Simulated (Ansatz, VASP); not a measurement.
As in VASP and in Ansatz

```
As
1.0
     3.63500    0.00000    0.00000
    -1.81750    3.14800    0.00000
     0.00000    0.00000   28.57424
As
2
Direct
  0.33333 0.66667 0.47904
  0.66667 0.33333 0.52096
```

Alike in both runs: task single point; functional PBE; dispersion D3(BJ); k mesh 9 × 9 × 1; occupations gaussian, width 0.02 eV; no spin polarisation.

```csv
,VASP,Ansatz
version,VASP 6.6.1,Ansatz 0.2.0
potentials or method,"VASP PAW PBE potentials, release 64 (As_d), cutoff 400 eV","scalar-relativistic, plane waves, PAW"
valence electrons in the cell,30,30
```

```csv
,VASP,Ansatz,Ansatz less VASP
gap on the k mesh at the Fermi level (eV),0.96,0.99,+0.036
least direct gap on the mesh (eV),1.04,1.07,+0.033
rms of the force components (eV/Å),1.413,1.395,-0.0179
```

Atom by atom the forces differ by 0.018 eV/Å (rms over components).
